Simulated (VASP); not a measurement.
Set up this calculation in VASP 6.6.1, as the native input.

```yaml
Task: single point
Functional: PBE
Potentials_or_basis: VASP PAW PBE potentials, release 64 (Hf_pv, Ge_d)
Cutoff: 520 eV
k_mesh: 8 × 8 × 8
Occupations: gaussian, width 0.05 eV
Spin: no spin polarisation
Dipole_correction: no
Further_INCAR_settings: ALGO = Normal; EDIFF = 1e-06; NBANDS = 34
```

The structure of HfGe3 lies in POSCAR:

```
HfGe3
1.0
    4.2849462996      0.0000000000      0.0000000000
    0.0000000000      4.2849462996      0.0000000000
    0.0000000000      0.0000000000      4.2849462996
Hf Ge
1 3
Direct
    0.0000000000      0.0000000000      0.0000000000
    0.0000000000      0.5000000000      0.5000000000
    0.5000000000      0.5000000000      0.0000000000
    0.5000000000      0.0000000000      0.5000000000
```

One way to write it, as run:

INCAR

```
PREC     = Accurate       # precision mode
ENCUT    = 520            # plane-wave cutoff, eV
EDIFF    = 1E-6           # SCF threshold, eV
ISMEAR   = 0              # smearing method
SIGMA    = 0.05           # smearing width, eV
LREAL    = F              # projectors in reciprocal space
LASPH    = T              # aspherical terms in the spheres
NELM     = 60             # most SCF steps
ALGO     = Normal         # electronic algorithm
ISIF     = 2              # what is computed and relaxed
LWAVE    = F              # write WAVECAR
LCHARG   = F              # write CHGCAR
GGA      = PE             # functional
NBANDS   = 34             # bands
```

KPOINTS

```
regular mesh
0
Gamma
  8 8 8
```

Potentials or basis: VASP PAW PBE potentials, release 64 (Hf_pv, Ge_d).

Launch:

```sh
$ cat potpaw_PBE.64/Hf_pv/POTCAR potpaw_PBE.64/Ge_d/POTCAR > POTCAR
$ mpirun -np 1 vasp_std > vasp.out
```

It gave:

The pressure is -5.5 GPa and the band gap on the k mesh is zero (bands 26 and 27 overlap by 1.48 eV).

Caveat: the cell stands under tension; spin-orbit coupling is left out, which moves the levels of the heavy elements.

It took 77 s on 1 thread of Intel Xeon 8259CL (shared host), peak memory 0.22 GiB.
